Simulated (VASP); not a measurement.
MgI2, 3 atoms in the cell. The structure is trigonal, space group P-3m1 (No. 164). The conventional cell has a = 4.216 Å, b = 4.216 Å, c = 7.068 Å, α = 90.00°, β = 90.00°, γ = 120.00°. Mg (site symmetry -3m) has 6 I at 2.98 Å within 3.9 Å. I (site symmetry 3m) has 3 Mg at 2.98 Å within 3.9 Å.  This cell differs from its parent crystal: strain +0.015 along x and y, +0.030 along z.

* Program: VASP 6.6.1
* Task: single point
* Functional: PBEsol
* Potentials or basis: VASP PAW PBE potentials, release 64 (Mg, I)
* Cutoff: 520 eV
* k mesh: 6 × 6 × 4
* Occupations: gaussian, width 0.05 eV
* Spin: no spin polarisation
* Dipole correction: no
* Further INCAR settings: ALGO = Normal; EDIFF = 1e-07; NBANDS = 15

Potentials or basis: VASP PAW PBE potentials, release 64 (Mg, I).

Run with:

```bash
$ cat potpaw_PBE.64/Mg/POTCAR potpaw_PBE.64/I/POTCAR > POTCAR
$ mpirun -np 1 vasp_std > vasp.out
```

Hardware: 1 thread of AMD EPYC 9R14 (Zen 4) (shared host).

Question: How long does it take, and how much memory?

Answer: Run time: 25 s on 1 thread of AMD EPYC 9R14 (Zen 4) (shared host), peak memory 0.2 GiB. Counts: scf iterations 14, k points 24.
